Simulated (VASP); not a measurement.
Crystal: KMgF3.

```xyz
5
Lattice="3.9859 0.0000 0.0000 0.0000 3.9859 0.0000 0.0000 0.0000 3.9859" Properties=species:S:1:pos:R:3 pbc="T T T"
K     1.9929    1.9929    1.9929
Mg    0.0000    0.0000    0.0000
F     1.9929    0.0000    0.0000
F     0.0000    1.9929    0.0000
F     0.0000    0.0000    1.9929
```

* Program: VASP 6.6.1
* Task: relaxation of cell and atoms
* Functional: RPBE
* Potentials or basis: VASP PAW PBE potentials, release 64 (K_sv, Mg_sv, F)
* Cutoff: 840 eV
* k mesh: 6 × 6 × 6
* Occupations: gaussian, width 0.01 eV
* Spin: no spin polarisation

At the start: pressure 8.2 GPa; volume 12.67 Å³/atom.

How do energy, volume and symmetry change on relaxing?

Over 3 steps the energy falls by 33.8 meV/atom and the volume is 14.14 Å³/atom (+11.6 %); space group Pm-3m (No. 221, to 0.1 Å) before and after.

Step by step:
| step | energy change (eV) | largest force (eV/Å) | pressure (GPa) | volume (Å³) |
| --- | --- | --- | --- | --- |
| 1 | 0.0000 | 0.0000 | 8.19 | 63.33 |
| 2 | -0.1655 | 0.0000 | 1.02 | 69.45 |
| 3 | -0.1691 | 0.0000 | -0.07 | 70.69 |

Final structure:
```yaml
crystal:
  lattice:
    - [4.13478, 0.00000, 0.00000]
    - [0.00000, 4.13478, 0.00000]
    - [0.00000, 0.00000, 4.13478]
  atoms:
    - { symbol: K, position: [0.50000, 0.50000, 0.50000] }
    - { symbol: Mg, position: [0.00000, 0.00000, 0.00000] }
    - { symbol: F, position: [0.50000, 0.00000, 0.00000] }
    - { symbol: F, position: [0.00000, 0.50000, 0.00000] }
    - { symbol: F, position: [0.00000, 0.00000, 0.50000] }
```

Caveat: the PAW data sets were made with another functional, which shifts forces and pressure a little.
